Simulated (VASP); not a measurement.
# AlSi5 (P6/mmm) in VASP: further runs

AlSi5 is run at these levels: PBE; tasks: single point, relaxation of cell and atoms.

Everything below comes from runs of VASP 6.6.1. Logs are shortened: lines on timing, memory, paths and dates and some standing lists are left out, and cuts for length are marked.

## 1. The cell of the first run

It takes space group P6/mmm (No. 191, hexagonal). Conventional cell: a = 5.266 Å, b = 5.266 Å, c = 4.427 Å, α = 90.00°, β = 90.00°, γ = 120.00°. Al (site symmetry 6/mmm) has 18 Si at 3.04 to 3.44 Å within 4.0 Å. Si (site symmetry -6m2) has 9 Si at 2.69 to 3.04 Å and 3 Al at 3.04 Å within 3.5 Å. Within 3.5 Å of Si (site symmetry mmm) lie 8 Si at 2.63 to 2.69 Å and 4 Al at 3.44 Å.

## 2. Single point, PBE

The input, INCAR:

```
PREC = Accurate
ENCUT = 520
EDIFF = 1E-6
ISMEAR = 0
SIGMA = 0.1
LREAL = F
LASPH = T
NELM = 100
ALGO = Normal
ISIF = 2
LWAVE = F
LCHARG = T
GGA = PE
LELF = T
LVHAR = T
NBANDS = 20
```

The input, KPOINTS:

```
Automatic mesh
0
Gamma
  6 6 4
```

The input, POSCAR:

```
AlSi5
1.0
    5.2664893000      0.0000000000      0.0000000000
   -2.6332446500      4.5609135200      0.0000000000
    0.0000000000      0.0000000000      4.4265587200
Al Si
1 5
Direct
    0.0000000000      0.0000000000      0.5000000000
    0.3333333300      0.6666666700      0.5000000000
    0.6666666700      0.3333333300      0.5000000000
    0.5000000000      0.0000000000      0.0000000000
    0.0000000000      0.5000000000      0.0000000000
    0.5000000000      0.5000000000      0.0000000000
```

Potentials or basis: VASP PAW PBE potentials, release 64 (Al, Si).

Run with:

```bash
$ cat potpaw_PBE.64/Al/POTCAR potpaw_PBE.64/Si/POTCAR > POTCAR
$ mpirun -np 1 vasp_std > vasp.out
```

OUTCAR:

```text
PREC = Accurate
   ENCUT = 520
   EDIFF = 1E-6
   ISMEAR = 0
   LREAL = F
   LASPH = T
   NELM = 100
   ISIF = 2
   GGA = PE

 ion  position               nearest neighbor table
   1  0.000  0.000  0.500-   2 3.04   3 3.04   2 3.04   3 3.04   3 3.04   2 3.04
   2  0.333  0.667  0.500-   4 2.69   4 2.69   5 2.69   5 2.69   6 2.69   6 2.69   3 3.04   1 3.04
                             3 3.04   1 3.04   1 3.04   3 3.04
   3  0.667  0.333  0.500-   4 2.69   4 2.69   5 2.69   5 2.69   6 2.69   6 2.69   2 3.04   1 3.04
                             2 3.04   1 3.04   1 3.04   2 3.04
   4  0.500  0.000  0.000-   5 2.63   6 2.63   6 2.63   5 2.63   2 2.69   3 2.69   2 2.69   3 2.69

   5  0.000  0.500  0.000-   4 2.63   4 2.63   6 2.63   6 2.63   2 2.69   3 2.69   2 2.69   3 2.69

   6  0.500  0.500  0.000-   4 2.63   4 2.63   5 2.63   5 2.63   2 2.69   3 2.69   2 2.69   3 2.69

  LATTYP: Found a hexagonal cell.
 ALAT       =     5.2664893000
 C/A-ratio  =     0.8405141391

  Lattice vectors:

 A1 = (   5.2664893000,   0.0000000000,   0.0000000000)
 A2 = (  -2.6332446500,   4.5609135200,   0.0000000000)
 A3 = (   0.0000000000,   0.0000000000,   4.4265587200)

Analysis of symmetry for initial positions (statically):
=====================================================================
 Subroutine PRICEL returns:
 Original cell was already a primitive cell.

 Routine SETGRP: Setting up the symmetry group for a
 hexagonal supercell.

 Subroutine GETGRP returns: Found 24 space group operations
 (whereof 24 operations were pure point group operations)
 out of a pool of 24 trial point group operations.

The static configuration has the point symmetry D_6h.

Analysis of symmetry for dynamics (positions and initial velocities):
=====================================================================
 Subroutine PRICEL returns:
 Original cell was already a primitive cell.

 Routine SETGRP: Setting up the symmetry group for a
 hexagonal supercell.

 Subroutine GETGRP returns: Found 24 space group operations
 (whereof 24 operations were pure point group operations)
 out of a pool of 24 trial point group operations.

The dynamic configuration has the point symmetry D_6h.

 Subroutine INISYM returns: Found 24 space group operations
 (whereof 24 operations are pure point group operations),
 and found     1 'primitive' translations

[... 100 lines left out ...]
   EDIFFG = 0.1E-04   stopping-criterion for IOM
   NSW    =      0    number of steps for IOM
   IBRION =     -1    ionic relax: 0-MD 1-quasi-New 2-CG
   NFREE  =      0    steps in history (QN), initial steepest desc. (CG)
   ISIF   =      2    stress and relaxation
   ISYM   =      2    0-nonsym 1-usesym 2-fastsym
   POTIM  = 0.5000    time-step for ionic-motion
   TEBEG  =    0.0;   TEEND  =   0.0 temperature during run
   PSTRESS=    0.0 pullay stress
   NELECT =      23.0000    total number of electrons
   NUPDOWN=      -1.0000    fix difference up-down
   EMIN   =  10.00;   EMAX   =-10.00  energy-range for DOS
   EFERMI =   0.00;   METHOD = LEGACY
   ISMEAR =     0;   SIGMA  =   0.10  broadening in eV -4-tet -1-fermi 0-gaus
   EFERMI_NEDOS =   21; number of points for ismear=-14 and -15
   IALGO  =     38    algorithm
   IMIX   =      4    mixing-type and parameters
     AMIX     =   0.40;   BMIX     =  1.00
     AMIX_MAG =   1.60;   BMIX_MAG =  1.00
  volume/ion in A,a.u.               =      17.72       119.59
  Fermi-wavevector in a.u.,A,eV,Ry     =   0.982738  1.857105 13.140149  0.965774
  Thomas-Fermi vector in A             =   2.113843
   LORBIT       =      0    0 simple, 1 ext, 2 COOP (PROOUT), +10 PAW based schemes
   GGA     = PE    functional components
   LHFCALC =     F    Hartree Fock is set to
   AEXX    =    0.0000 exact exchange contribution
   IVDW    =     0    specifies the selected vdW correction
   LEPSILON=     F    determine dielectric tensor
   LRPA    =     F    only Hartree local field effects (RPA)
 non-spin polarized calculation
 Gauss-broadening in eV      SIGMA  =   0.10
  energy-cutoff  :      520.00
  volume of cell :      106.33
 maximum number of plane-waves:      2886
 NGX is ok and might be reduce to    40
   NGX = 19   NGY = 19   NGZ = 17

 number of electron      22.9999999 magnetization

 Free energy of the ion-electron system (eV)
  ---------------------------------------------------
  ext. energy  EPLUGINS =         0.00000000
  ---------------------------------------------------
  free energy    TOTEN  =       -27.40830340 eV

  energy without entropy =      -27.39228407  energy(sigma->0) =      -27.40029374

 E-fermi :   7.5107     XC(G=0): -10.1996

 val. band max:        7.5029923257   @ k =   0.1667  -0.0000   0.5000
 cond. band min:       7.5268283946   @ k =   0.1667  -0.0000   0.2500
 fundamental gap:      0.0238360689
 Fermi energy:         7.5106720666

 k-point     1 :       0.0000    0.0000    0.0000
  band No.  band energies     occupation
      1      -5.4662      2.00000
      2      -0.4392      2.00000
      3       1.0938      2.00000
      4       1.0938      2.00000
      5       1.7922      2.00000
      6       1.9287      2.00000
[... 472 lines left out ...]
     19      11.8510      0.00000
     20      11.8510      0.00000

------------------------ aborting loop because EDIFF is reached ----------------------------------------

  FORCE on cell =-STRESS in cart. coord.  units (eV):
  Direction    XX          YY          ZZ          XY          YZ          ZX
  --------------------------------------------------------------------------------------
  -------------------------------------------------------------------------------------
  Total       -4.7777066     -4.7777066     -0.7037280     -0.0000000      0.0000000      0.0000000
  in kB      -71.9930845    -71.9930845    -10.6041567     -0.0000000      0.0000000      0.0000000
  external PRESSURE =     -51.5301086 kB  Pullay stress =       0.0000000 kB

 VOLUME and BASIS-vectors are now :
 -----------------------------------------------------------------------------
  energy-cutoff  :      520.00
  volume of cell :      106.33
      direct lattice vectors                 reciprocal lattice vectors
     5.266489300  0.000000000  0.000000000     0.189879812  0.109627161  0.000000000
    -2.633244650  4.560913520  0.000000000     0.000000000  0.219254322  0.000000000
     0.000000000  0.000000000  4.426558720     0.000000000  0.000000000  0.225909123

 POSITION                                       TOTAL-FORCE (eV/Angst)
 -----------------------------------------------------------------------------------
      0.00000      0.00000      2.21328        -0.000000      0.000000     -0.000000
     -0.00000      3.04061      2.21328        -0.000000      0.000000     -0.000000
      2.63324      1.52030      2.21328         0.000000      0.000000      0.000000
      2.63324      0.00000      0.00000        -0.000000      0.000000     -0.000000
     -1.31662      2.28046      0.00000        -0.000000      0.000000     -0.000000
      1.31662      2.28046      0.00000        -0.000000      0.000000     -0.000000
 -----------------------------------------------------------------------------------
    total drift:                                0.000000     -0.000000     -0.000000

  FREE ENERGIE OF THE ION-ELECTRON SYSTEM (eV)
  ---------------------------------------------------
  free  energy   TOTEN  =       -27.4083034048 eV

  energy  without entropy=      -27.3922840719  energy(sigma->0) =      -27.40029374
```

stdout:

```text
POSCAR found type information on POSCAR AlSi
 POSCAR found :  2 types and       6 ions
 scaLAPACK will be used
 LDA part: xc-table for (Slater+PW92), standard interpolation
 POSCAR, INCAR and KPOINTS ok, starting setup
 FFT: planning ... GRIDC
 FFT: planning ... GRID_SOFT
 FFT: planning ... GRID
 WAVECAR not read
 entering main loop
```

Wall time 30 s (1 thread of Intel Xeon Platinum 8488C (Sapphire Rapids), shared host); peak memory 0.23 GiB.

Results:

```yaml
Free_energy: -27.4083 eV
Pressure: -5.2 GPa
```

Stress tensor (GPa, compression positive):
```
-7.20  0.00  0.00
 0.00 -7.20  0.00
 0.00  0.00 -1.06
```

Levels at points of the mesh, in eV from the Fermi level:
| k point | band 8 | band 9 | band 10 | band 11 | band 12 | band 13 | band 14 | band 15 | band 16 | band 17 |
| --- | --- | --- | --- | --- | --- | --- | --- | --- | --- | --- |
| (0.00, 0.00, 0.00) | -4.12 | -2.87 | -0.88 | -0.78 | 0.52 | 0.52 | 0.90 | 0.90 | 1.93 | 1.93 |
| (0.50, 0.00, 0.00) | -3.58 | -1.05 | -0.99 | -0.55 | -0.21 | 0.02 | 0.35 | 0.62 | 1.19 | 3.73 |
| (0.00, 0.00, 0.50) | -4.05 | -2.77 | -2.77 | -1.90 | -1.89 | -1.89 | -0.05 | 3.03 | 3.15 | 6.51 |
| (0.50, 0.00, 0.50) | -4.58 | 0.32 | 0.65 | 0.92 | 1.08 | 1.24 | 1.71 | 1.80 | 2.34 | 3.69 |

## 3. Single point, PBE

This run uses another cell than the first one, of 16.18 Å³/atom, 0.913 times its volume.

The input, INCAR:

```
SYSTEM = AlSi5
  ALGO = Normal
  EDIFF = 1E-6
  ENCUT = 520
  GGA = PE
  ISIF = 2
  ISMEAR = 0
  LASPH = .True.
  LCHARG = .True.
  LELF = .True.
  LREAL = .False.
  LVHAR = .True.
  LWAVE = .False.
  NBANDS = 20
  NELM = 60
  PREC = Accurate
  SIGMA = 0.1
```

The input, KPOINTS:

```
k-points
0
Gamma
  6 6 4
  0 0 0
```

The input, POSCAR:

```
AlSi5
1.0
    4.9164358370      0.0000000000      0.0000000000
   -2.4582179185      4.2577583309      0.0000000000
    0.0000000000      0.0000000000      4.6389238718
Al Si
1 5
Direct
    0.0000000000      0.0000000000      0.5000000000
    0.3333333333      0.6666666667      0.5000000000
    0.6666666667      0.3333333333      0.5000000000
    0.5000000000      0.0000000000      0.0000000000
    0.0000000000      0.5000000000      0.0000000000
    0.5000000000      0.5000000000      0.0000000000
```

Potentials or basis: VASP PAW PBE potentials, release 64 (Al, Si).

Run with:

```bash
$ cat potpaw_PBE.64/Al/POTCAR potpaw_PBE.64/Si/POTCAR > POTCAR
$ mpirun -np 1 vasp_std > vasp.out
```

It took 51 s on 1 thread of AMD EPYC 7R43 (Zen 3), shared host; peak memory 0.19 GiB.

Results (log left out):

| Property | Result |
| --- | --- |
| Free energy | -27.8869 eV |
| Pressure | 0.0 GPa |

Stress tensor (GPa, compression positive):
```
-0.08  0.00  0.00
 0.00 -0.08  0.00
 0.00  0.00  0.17
```

Levels at points of the mesh, in eV from the Fermi level:
| k point | band 8 | band 9 | band 10 | band 11 | band 12 | band 13 | band 14 | band 15 | band 16 | band 17 |
| --- | --- | --- | --- | --- | --- | --- | --- | --- | --- | --- |
| (0.00, 0.00, 0.00) | -4.27 | -2.35 | -1.40 | -0.92 | 0.12 | 0.12 | 0.55 | 0.55 | 0.90 | 0.90 |
| (0.50, 0.00, 0.00) | -4.22 | -1.34 | -1.09 | -0.23 | -0.17 | -0.01 | 0.66 | 1.02 | 1.24 | 4.81 |
| (0.00, 0.00, 0.50) | -4.16 | -3.09 | -3.09 | -2.26 | -2.26 | -1.48 | -0.01 | 1.04 | 1.15 | 5.41 |
| (0.50, 0.00, 0.50) | -4.77 | 0.83 | 0.95 | 1.64 | 2.01 | 2.16 | 2.27 | 2.28 | 2.47 | 2.60 |

(Continued in part 2 of 2.)
